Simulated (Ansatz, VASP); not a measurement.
**Two plane-wave programs on Ir**

The input POSCAR:

```
Ir
1.0
    3.8492788677      0.0000000000     -0.0000000001
    0.0000000000      3.8492788677      0.0000000000
   -1.9246394338      0.0000000000      1.9198889802
Ir
2
Direct
    0.0000000000      0.0000000000      0.0000000000
    0.5000000000      0.5000000000      0.0000000000
```

The input INCAR.step1:

```
PREC = Accurate ; ENCUT = 520
ISMEAR = -5 ; SIGMA = 0.1
LREAL = F ; LASPH = T
NELM = 80 ; NBANDS = 16
GGA = PE ; ALGO = Normal
EDIFF = 1E-4 ; LWAVE = T
LCHARG = F
```

INCAR.step2

```
PREC = Accurate ; ENCUT = 520
EDIFF = 1E-6 ; ISMEAR = -5
SIGMA = 0.1 ; LREAL = F
LASPH = T ; NELM = 80
ALGO = Normal ; ISIF = 2
LWAVE = F ; LCHARG = F
METAGGA = R2SCAN ; LMIXTAU = T
NBANDS = 16 ; ISTART = 1
```

Contents of KPOINTS:

```
Automatic mesh
0
Gamma
  9 9 18
```

Input for Ansatz:

```yaml
crystal:
  lattice:
    - [3.8492788677, 0.0, -1.0e-10]
    - [0.0, 3.8492788677, 0.0]
    - [-1.9246394338, 0.0, 1.9198889802]
  atoms:
    - { symbol: Ir, position: [0.0, 0.0, 0.0] }
    - { symbol: Ir, position: [0.5, 0.5, 0.0] }
kpoints:
  mp_grid: { grid: [9, 9, 18] }
hamiltonian:
  xc: r2scan
scf:
  occupations: { method: tetrahedron }
  convergence: { dr2_threshold: 1.0e-11 }
output:
  forces: true
  eigenvalues: true
  stress: true
accuracy: high
```

Alike in both runs: task single point; functional r2SCAN; k mesh 9 × 9 × 18; occupations tetrahedron; no spin polarisation.

|  | VASP | Ansatz |
| --- | --- | --- |
| version | VASP 6.6.1 | Ansatz 0.2.0 |
| potentials or method | VASP PAW PBE potentials, release 64 (Ir) | scalar-relativistic, plane waves, PAW |
| plane-wave cutoff (eV) | 520 | 500 |
| valence electrons in the cell | 18 | 34 |

|  | VASP | Ansatz | Ansatz less VASP |
| --- | --- | --- | --- |
| gap on the k mesh at the Fermi level (eV) | none | none | - |
| pressure (GPa) | 1.9 | -0.6 | -2.45 |
| traceless stress, the component that is largest in VASP (GPa) | 0.54 | 0.63 | +0.082 |

VASP's potentials were made for PBE, not for r2SCAN. A gap of «none» marks a metal or a gap that the smearing closes. VASP's potentials hold 18 valence electrons a cell and Ansatz's 34, so a difference there can come from the potentials and not from the codes. Ansatz's warnings: band table not solved further, tetrahedron derivatives may miss energy slope.

Neither program's run includes spin-orbit coupling.
